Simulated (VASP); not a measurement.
# CsH (I4/mmm) in VASP: single point with r2SCAN

Aim: the single point of CsH with r2SCAN.

All numbers are computed with VASP 6.6.1; they aren't measurements. Logs are shortened: lines on timing, memory, paths and dates and some standing lists are left out, and cuts for length are marked.

### Step 1. The cell of the first run

It takes space group I4/mmm (No. 139, tetragonal). The conventional cell has a = 4.436 Å, b = 4.436 Å, c = 6.587 Å, α = 90.00°, β = 90.00°, γ = 90.00°. Within 4.1 Å of Cs (site symmetry 4/mmm) lie 6 H at 3.14 to 3.29 Å. H (site symmetry 4/mmm) has 6 Cs at 3.14 to 3.29 Å within 4.1 Å.

### Step 2. Single point, r2SCAN

POSCAR

```
CsH
1.0
    0.0000000000      3.1365716520      3.2934002346
    3.1365716520      0.0000000000      3.2934002346
    3.1365716520      3.1365716520      0.0000000000
Cs H
1 1
Direct
    0.0000000000      0.0000000000      0.0000000000
    0.5000000000      0.5000000000      0.5000000000
```

INCAR.step1

```
ALGO     = Normal         # electronic algorithm
EDIFF    = 1E-4           # SCF threshold, eV
ENCUT    = 520            # plane-wave cutoff, eV
GGA      = PE             # functional
ISMEAR   = 0              # smearing method
LASPH    = T              # aspherical terms in the spheres
LCHARG   = F              # write CHGCAR
LREAL    = F              # projectors in reciprocal space
LWAVE    = T              # write WAVECAR
NBANDS   = 12             # bands
NELM     = 80             # most SCF steps
PREC     = Accurate       # precision mode
SIGMA    = 0.05           # smearing width, eV
```

INCAR.step2

```
ALGO     = Normal         # electronic algorithm
EDIFF    = 1E-6           # SCF threshold, eV
ENCUT    = 520            # plane-wave cutoff, eV
ISIF     = 2              # what is computed and relaxed
ISMEAR   = 0              # smearing method
ISTART   = 1            
LASPH    = T              # aspherical terms in the spheres
LCHARG   = F              # write CHGCAR
LMIXTAU  = T            
LREAL    = F              # projectors in reciprocal space
LWAVE    = F              # write WAVECAR
METAGGA  = R2SCAN         # meta-GGA
NBANDS   = 12             # bands
NELM     = 80             # most SCF steps
PREC     = Accurate       # precision mode
SIGMA    = 0.05           # smearing width, eV
```

KPOINTS

```
k-points
0
Gamma
  8 8 8
```

Potentials or basis: VASP PAW PBE potentials, release 64 (Cs_sv, H).

Command:

```
> cat potpaw_PBE.64/Cs_sv/POTCAR potpaw_PBE.64/H/POTCAR > POTCAR
> cp INCAR.step1 INCAR
> mpirun -np 1 vasp_std > vasp.out
> cp INCAR.step2 INCAR
> mpirun -np 1 vasp_std > vasp.out
```

OUTCAR:

```text
EDIFF = 1E-6
   ENCUT = 520
   ISIF = 2
   ISMEAR = 0
   ISTART = 1
   LASPH = T
   LREAL = F
   METAGGA = R2SCAN
   NELM = 80
   PREC = Accurate

 ion  position               nearest neighbor table
   1  0.000  0.000  0.000-
   2  0.500  0.500  0.500-

  LATTYP: Found a body centered tetragonal cell.
 ALAT       =     4.4357821696
 C/A-ratio  =     1.4849242405

  Lattice vectors:

 A1 = (  -3.1365716520,   0.0000000000,   3.2934002346)
 A2 = (   3.1365716520,   0.0000000000,   3.2934002346)
 A3 = (   0.0000000000,   3.1365716520,  -3.2934002346)

Analysis of symmetry for initial positions (statically):
=====================================================================
 Subroutine PRICEL returns:
 Original cell was already a primitive cell.

 Routine SETGRP: Setting up the symmetry group for a
 body centered tetragonal supercell.

 Subroutine GETGRP returns: Found 16 space group operations
 (whereof 16 operations were pure point group operations)
 out of a pool of 16 trial point group operations.

The static configuration has the point symmetry D_4h.

Analysis of symmetry for dynamics (positions and initial velocities):
=====================================================================
 Subroutine PRICEL returns:
 Original cell was already a primitive cell.

 Routine SETGRP: Setting up the symmetry group for a
 body centered tetragonal supercell.

 Subroutine GETGRP returns: Found 16 space group operations
 (whereof 16 operations were pure point group operations)
 out of a pool of 16 trial point group operations.

The dynamic configuration has the point symmetry D_4h.

 Subroutine INISYM returns: Found 16 space group operations
 (whereof 16 operations are pure point group operations),
 and found     1 'primitive' translations

----------------------------------------------------------------------------------------

                                     Primitive cell

  volume of cell :      64.8015

  direct lattice vectors                    reciprocal lattice vectors
     0.000000000  3.136571652  3.293400235    -0.159409717  0.159409717  0.151818778
     3.136571652  0.000000000  3.293400235     0.159409717 -0.159409717  0.151818778
     3.136571652  3.136571652  0.000000000     0.159409717  0.159409717 -0.151818778

  length of vectors
     4.548028895  4.548028895  4.435782170     0.271793777  0.271793777  0.271793777

  position of ions in fractional coordinates (direct lattice)
     0.000000000  0.000000000  0.000000000
     0.500000000  0.500000000  0.500000000

  ion indices of the primitive-cell ions
   primitive index   ion index
                 1           1
                 2           2

----------------------------------------------------------------------------------------

 KPOINTS: k-points

Automatic generation of k-mesh.
 Grid dimensions read from file:
 generate k-points for:    8    8    8

 Generating k-lattice:

  Cartesian coordinates                     Fractional coordinates (reciprocal lattice)
    -0.019926215  0.019926215  0.018977347     0.125000000  0.000000000  0.000000000
     0.019926215 -0.019926215  0.018977347     0.000000000  0.125000000  0.000000000
     0.019926215  0.019926215 -0.018977347     0.000000000  0.000000000  0.125000000

  Length of vectors
     0.033974222  0.033974222  0.033974222

  Shift w.r.t. Gamma in fractional coordinates (k-lattice)
     0.000000000  0.000000000  0.000000000

 Subroutine IBZKPT returns following result:
 ===========================================

 Found     59 irreducible k-points:

 Following reciprocal coordinates:
            Coordinates               Weight
  0.000000  0.000000  0.000000      1.000000
  0.125000  0.000000  0.000000      8.000000
  0.250000  0.000000  0.000000      8.000000
  0.375000  0.000000  0.000000      8.000000
  0.500000  0.000000  0.000000      4.000000
  0.125000  0.125000  0.000000      2.000000
[... 16 lines left out ...]
  0.250000  0.000000  0.125000     16.000000
  0.375000  0.000000  0.125000     16.000000
 [... further k-points ...]
   k-points           NKPTS =     59   k-points in BZ     NKDIM =     59   number of bands    NBANDS=     12
   number of dos      NEDOS =    301   number of ions     NIONS =      2
   total plane-waves  NPLWV =  46656
   dimension x,y,z NGX =    36 NGY =   36 NGZ =   36
   dimension x,y,z NGXF=    72 NGYF=   72 NGZF=   72
   ions per type =               1   1
   NGX,Y,Z   is equivalent  to a cutoff of  13.16, 13.16, 13.49 a.u.
   NGXF,Y,Z  is equivalent  to a cutoff of  26.32, 26.32, 26.98 a.u.
 SYSTEM =  unknown system
   PREC   = accura    normal or accurate (medium, high low for compatibility)
   ISTART =      1    job   : 0-new  1-cont  2-samecut
   ICHARG =      0    charge: 1-file 2-atom 10-const
   ISPIN  =      1    spin polarized calculation?
   LNONCOLLINEAR =      F non collinear calculations
   LSORBIT =      F    spin-orbit coupling
   LASPH  =      T    aspherical Exc in radial PAW
   ENCUT  =  520.0 eV  38.22 Ry    6.18 a.u.   8.46  8.46  8.25*2*pi/ulx,y,z
   NELM   =     80;   NELMIN=  2; NELMDL=  0     # of ELM steps
   EDIFF  = 0.1E-05   stopping-criterion for ELM
   LREAL  =      F    real-space projection
   EDIFFG = 0.1E-04   stopping-criterion for IOM
   NSW    =      0    number of steps for IOM
   IBRION =     -1    ionic relax: 0-MD 1-quasi-New 2-CG
   NFREE  =      0    steps in history (QN), initial steepest desc. (CG)
   ISIF   =      2    stress and relaxation
   ISYM   =      2    0-nonsym 1-usesym 2-fastsym
   POTIM  = 0.5000    time-step for ionic-motion
   TEBEG  =    0.0;   TEEND  =   0.0 temperature during run
   PSTRESS=    0.0 pullay stress
   NELECT =      10.0000    total number of electrons
   NUPDOWN=      -1.0000    fix difference up-down
   EMIN   =  10.00;   EMAX   =-10.00  energy-range for DOS
   EFERMI =   0.00;   METHOD = LEGACY
   ISMEAR =     0;   SIGMA  =   0.05  broadening in eV -4-tet -1-fermi 0-gaus
   EFERMI_NEDOS =   21; number of points for ismear=-14 and -15
   IALGO  =     38    algorithm
   IMIX   =      4    mixing-type and parameters
     AMIX     =   0.40;   BMIX     =  1.00
     AMIX_MAG =   1.60;   BMIX_MAG =  1.00
  volume/ion in A,a.u.               =      32.40       218.65
  Fermi-wavevector in a.u.,A,eV,Ry     =   0.878105  1.659378 10.491026  0.771069
  Thomas-Fermi vector in A             =   1.998146
   LORBIT       =      0    0 simple, 1 ext, 2 COOP (PROOUT), +10 PAW based schemes
   METAGGA = R2SCAN    functional components
   LHFCALC =     F    Hartree Fock is set to
   AEXX    =    0.0000 exact exchange contribution
   IVDW    =     0    specifies the selected vdW correction
   LEPSILON=     F    determine dielectric tensor
   LRPA    =     F    only Hartree local field effects (RPA)
 non-spin polarized calculation
 Gauss-broadening in eV      SIGMA  =   0.05
  energy-cutoff  :      520.00
  volume of cell :       64.80
 maximum number of plane-waves:      1771
 NGX is ok and might be reduce to    36
   NGX = 17   NGY = 17   NGZ = 17

 number of electron      10.0000000 magnetization

 Free energy of the ion-electron system (eV)
  ---------------------------------------------------
  ext. energy  EPLUGINS =         0.00000000
  ---------------------------------------------------
  free energy    TOTEN  =       -28.98175235 eV

  energy without entropy =      -28.98175235  energy(sigma->0) =      -28.98175235

 E-fermi :   0.1239     XC(G=0):  -7.5550

 val. band max:       -0.1015487182   @ k =   0.5000   0.0000   0.0000
 cond. band min:       2.5493111385   @ k =   0.5000   0.0000   0.0000
 fundamental gap:      2.6508598568
 Fermi energy:         0.1238796835

 k-point     1 :       0.0000    0.0000    0.0000
  band No.  band energies     occupation
      1     -22.1820      2.00000
      2      -8.3075      2.00000
      3      -8.2470      2.00000
      4      -8.2470      2.00000
      5      -1.7608      2.00000
      6       5.4318      0.00000
      7       5.6668      0.00000
      8       5.6668      0.00000
      9       6.0292      0.00000
     10       7.4260      0.00000
     11       7.7699      0.00000
     12       9.1371      0.00000

 k-point     2 :       0.1250    0.0000    0.0000
  band No.  band energies     occupation
      1     -22.1702      2.00000
      2      -8.4111      2.00000
      3      -8.3011      2.00000
      4      -8.2571      2.00000
      5      -1.5284      2.00000
      6       5.0198      0.00000
      7       5.5897      0.00000
      8       5.7974      0.00000
      9       5.9646      0.00000
     10       7.0894      0.00000
     11       7.3579      0.00000
     12       9.8339      0.00000

 k-point     3 :       0.2500    0.0000    0.0000
  band No.  band energies     occupation
      1     -22.1415      2.00000
      2      -8.7170      2.00000
      3      -8.3476      2.00000
      4      -8.2811      2.00000
      5      -0.9716      2.00000
      6       3.8900      0.00000
      7       5.4705      0.00000
      8       5.8067      0.00000
      9       6.2491      0.00000
     10       7.1976      0.00000
     11       7.2481      0.00000
     12      11.3312      0.00000

 k-point     4 :       0.3750    0.0000    0.0000
  band No.  band energies     occupation
      1     -22.1125      2.00000
      2      -8.9973      2.00000
      3      -8.3890      2.00000
      4      -8.3047      2.00000
      5      -0.3814      2.00000
      6       2.9452      0.00000
      7       5.1268      0.00000
      8       5.4753      0.00000
      9       6.9795      0.00000
     10       8.0244      0.00000
     11       8.1614      0.00000
     12      11.4385      0.00000

 k-point     5 :       0.5000    0.0000    0.0000
  band No.  band energies     occupation
      1     -22.1004      2.00000
      2      -9.1065      2.00000
      3      -8.4058      2.00000
      4      -8.3144      2.00000
      5      -0.1015      2.00000
      6       2.5493      0.00000
      7       4.9792      0.00000
      8       5.3233      0.00000
      9       7.6612      0.00000
     10       8.6354      0.00000
     11       8.8804      0.00000
     12      10.3232      0.00000
[... 228 lines left out ...]
      1     -22.0855      2.00000
      2      -9.0072      2.00000
      3      -8.4805      2.00000
      4      -8.4805      2.00000
      5      -1.2600      2.00000
      6       3.4913      0.00000
      7       5.6693      0.00000
      8       8.5585      0.00000
      9       9.0128      0.00000
     10       9.0666      0.00000
     11       9.0666      0.00000
     12       9.2402      0.00000

 k-point    22 :       0.1250    0.0000    0.1250
  band No.  band energies     occupation
      1     -22.1655      2.00000
      2      -8.3903      2.00000
      3      -8.3449      2.00000
      4      -8.2969      2.00000
      5      -1.4540      2.00000
      6       5.0724      0.00000
      7       5.6077      0.00000
      8       5.6848      0.00000
      9       5.8170      0.00000
     10       6.8142      0.00000
     11       7.7649      0.00000
     12      10.1694      0.00000

 k-point    23 :       0.2500    0.0000    0.1250
  band No.  band energies     occupation
      1     -22.1419      2.00000
      2      -8.6318      2.00000
      3      -8.3788      2.00000
      4      -8.3252      2.00000
      5      -1.0655      2.00000
      6       4.3334      0.00000
      7       4.9825      0.00000
      8       5.8410      0.00000
      9       6.4642      0.00000
     10       6.8504      0.00000
     11       7.8187      0.00000
     12      10.9757      0.00000

 k-point    24 :       0.3750    0.0000    0.1250
  band No.  band energies     occupation
      1     -22.1130      2.00000
      2      -8.9048      2.00000
      3      -8.4198      2.00000
      4      -8.3565      2.00000
      5      -0.5958      2.00000
      6       3.4067      0.00000
      7       4.9752      0.00000
      8       5.6061      0.00000
      9       6.7847      0.00000
     10       7.7908      0.00000
     11       8.4577      0.00000
     12      11.6318      0.00000

 [... further k-points ...]
[... 5 lines left out ...]
  --------------------------------------------------------------------------------------
  -------------------------------------------------------------------------------------
  Total        0.1827295      0.1827295     -0.2400452      0.0000000     -0.0000000      0.0000000
  in kB        4.5178768      4.5178768     -5.9349724      0.0000000     -0.0000000      0.0000000
  external PRESSURE =       1.0335938 kB  Pullay stress =       0.0000000 kB

 VOLUME and BASIS-vectors are now :
 -----------------------------------------------------------------------------
  energy-cutoff  :      520.00
  volume of cell :       64.80
      direct lattice vectors                 reciprocal lattice vectors
     0.000000000  3.136571652  3.293400235    -0.159409717  0.159409717  0.151818778
     3.136571652  0.000000000  3.293400235     0.159409717 -0.159409717  0.151818778
     3.136571652  3.136571652  0.000000000     0.159409717  0.159409717 -0.151818778

 POSITION                                       TOTAL-FORCE (eV/Angst)
 -----------------------------------------------------------------------------------
      0.00000      0.00000      0.00000         0.000000     -0.000000     -0.000000
      3.13657      3.13657      3.29340        -0.000000      0.000000      0.000000
 -----------------------------------------------------------------------------------
    total drift:                               -0.000000      0.000000      0.000000

  FREE ENERGIE OF THE ION-ELECTRON SYSTEM (eV)
  ---------------------------------------------------
  free  energy   TOTEN  =       -28.9817523464 eV

  energy  without entropy=      -28.9817523464  energy(sigma->0) =      -28.98175235
```

It took 2.3 min on 1 thread of AMD EPYC 9R45 (Zen 5), shared host; peak memory 0.2 GiB.

What came out:

| Property | Result |
| --- | --- |
| Free energy | -28.9818 eV |
| Pressure | 0.1 GPa |
| Band gap on the k mesh | 2.65 eV, direct |

Stress tensor (GPa, compression positive):
```
 0.45  0.00  0.00
 0.00  0.45  0.00
 0.00  0.00 -0.59
```

Levels at points of the mesh, in eV from the valence-band top:
```csv
k point,band 3,band 4,band 5,band 6,band 7,band 8
"(0.00, 0.00, 0.00)",-8.15,-8.15,-1.66,5.53,5.77,5.77
"(0.50, 0.00, 0.00)",-8.30,-8.21,0.00,2.65,5.08,5.42
"(0.50, 0.50, 0.00)",-8.38,-8.38,-1.16,3.59,5.77,8.66
"(0.50, 0.00, 0.50)",-8.47,-8.45,-1.17,3.45,6.22,8.38
```

Caveat: the PAW data sets were made with another functional, which shifts forces and pressure a little; spin-orbit coupling is left out, which moves the levels of the heavy elements.
